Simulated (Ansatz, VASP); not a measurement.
## KTaO3 in VASP and in Ansatz

```
CELL_PARAMETERS angstrom
3.93440 0.00000 0.00000
0.00000 3.93440 0.00000
0.00000 0.00000 3.93440
ATOMIC_POSITIONS crystal
K 0.50000 0.50000 0.50000
Ta 0.00000 0.00000 0.00000
O 0.50000 0.00000 0.00000
O 0.00000 0.50000 0.00000
O 0.00000 0.00000 0.50000
```

Change from the starting cell: volume scaled by 0.96, crystal datasets.

Alike in both runs: task electric field gradients; functional PBE; k mesh 5 × 5 × 5; occupations fermi-dirac, width 0.01 eV; no spin polarisation.

```csv
,VASP,Ansatz
version,VASP 6.6.1,Ansatz 0.2.0
potentials or method,"VASP PAW PBE potentials, release 64 (K_sv, Ta_pv, O), cutoff 520 eV","all-electron PAW with datasets made for the crystal, scalar-relativistic"
```

Ansatz gave:

| Item | Value |
| --- | --- |
| gap on the k mesh at the Fermi level (eV) | 2.43 |
| pressure (GPa) | 14.9 |
| size of Vzz on the site where it differs most (V/Å²) | 15.0 |

Task: What did VASP give for the same quantities?

Result: gap on the k mesh at the Fermi level (eV): 2.38; pressure (GPa): 15.7; size of Vzz on the site where it differs most (V/Å²): 13.6.

Ansatz ran all-electron here, and VASP with PAW potentials.

Neither program's run includes spin-orbit coupling.
